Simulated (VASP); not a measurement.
Here is a VASP 6.6.1 calculation.

Contents of INCAR:

```
PREC = Accurate
ENCUT = 520
EDIFF = 1E-6
ISMEAR = 0
SIGMA = 0.05
LREAL = F
LASPH = T
NELM = 80
ALGO = Normal
ISIF = 2
LWAVE = F
LCHARG = F
GGA = PS
NBANDS = 17
```

The input KPOINTS:

```
regular mesh
0
Gamma
  18 18 10
```

Contents of POSCAR:

```
Hf
1.0
    2.9164230702      0.0000000000      0.0000000000
   -1.4582115351      2.5256964670      0.0000000000
    0.0000000000      0.0000000000      4.6924125740
Hf
2
Direct
    0.3333333333      0.6666666667      0.2500000000
    0.6666666667      0.3333333333      0.7500000000
```

Potentials or basis: VASP PAW PBE potentials, release 64 (Hf_pv).

Run with:

```sh
$ cat potpaw_PBE.64/Hf_pv/POTCAR > POTCAR
$ mpirun -np 1 vasp_std > vasp.out
```

**Question.** What does it give for the pressure?

**Answer.** 36.2 GPa.

**Question.** What does it give for the band gap on the k mesh?

**Answer.** Zero (band 10 reaches 8.01 eV, above the bottom of band 11 at 6.36 eV).

Stress tensor (GPa, compression positive):
```
36.23  0.00  0.00
 0.00 36.23  0.00
 0.00  0.00 36.01
```

Caveat: the PAW data sets were made with another functional, which shifts forces and pressure a little; spin-orbit coupling is left out, which moves the levels of the heavy elements.
